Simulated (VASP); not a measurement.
**LiF: single point with HSE06**

Crystal: LiF.

```
F Li
1.0
     0.00000    2.02734    2.02734
     2.02734    0.00000    2.02734
     2.02734    2.02734    0.00000
F Li
1 1
Direct
  0.50000 0.50000 0.50000
  0.00000 0.00000 0.00000
```

```json
{
 "Program": "VASP 6.6.1",
 "Task": "single point",
 "Functional": "HSE06",
 "Potentials or basis": "VASP PAW PBE potentials, release 64 (F, Li_sv)",
 "Cutoff": "520 eV",
 "k mesh": "8 × 8 × 8",
 "Occupations": "fermi-dirac, width 0.05 eV",
 "Spin": "no spin polarisation"
}
```

```
Band gap on the k mesh : 11.20 eV
```

Levels at points of the mesh, in eV from the valence-band top:
| k point | band 2 | band 3 | band 4 | band 5 | band 6 | band 7 | band 8 | band 9 |
| --- | --- | --- | --- | --- | --- | --- | --- | --- |
| (0.00, 0.00, 0.00) | -21.52 | 0.00 | 0.00 | 0.00 | 11.20 | 26.33 | 26.33 | 26.33 |
| (0.50, 0.00, 0.00) | -21.08 | -2.59 | -0.24 | -0.24 | 12.99 | 19.14 | 21.22 | 21.22 |
| (0.50, 0.50, 0.00) | -20.82 | -3.03 | -1.02 | -1.02 | 17.20 | 18.66 | 19.73 | 22.69 |

Run time: 20 min on 1 thread of AMD EPYC 7R13, with other jobs on the host, peak memory 0.22 GiB.

 A k mesh can miss the band edges.
